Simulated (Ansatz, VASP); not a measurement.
## SnO2: VASP beside Ansatz

```xyz
6
Lattice="-2.0261 2.0261 5.1814 2.0261 -2.0261 5.1814 2.0261 2.0261 -5.1814" Properties=species:S:1:pos:R:3 pbc="T T T"
Sn    0.0000    2.0261    2.5907
Sn    0.0000    0.0000    0.0000
O     0.0000    0.0000    8.2653
O     0.0000    2.0261    4.6882
O     0.0000    0.0000    2.0975
O     0.0000    2.0261    0.4932
```

Alike in both runs: task single point; functional PBE; k mesh 8 × 8 × 8; no spin polarisation.

|  | VASP | Ansatz |
| --- | --- | --- |
| version | VASP 6.6.1 | Ansatz 0.2.0 |
| potentials or method | VASP PAW PBE potentials, release 64 (Sn_d, O) | plane waves, PAW |
| plane-wave cutoff (eV) | 520 | 420 |
| occupations | gaussian, width 0.01 eV | fixed |
| valence electrons in the cell | 52 | 52 |

Ansatz gave:

| Item | Value |
| --- | --- |
| gap on the k mesh at the Fermi level (eV) | 1.33 |
| pressure (GPa) | 0.0 |
| traceless stress, the component that is largest in VASP (GPa) | 0.00 |
| rms of the force components (eV/Å) | 0.000 |

Question: What did VASP give for the same quantities?

Answer: gap on the k mesh at the Fermi level (eV): 1.31; pressure (GPa): 0.6; traceless stress, the component that is largest in VASP (GPa): 0.15; rms of the force components (eV/Å): 0.012.

Atom by atom the forces differ by 0.012 eV/Å (rms over components).
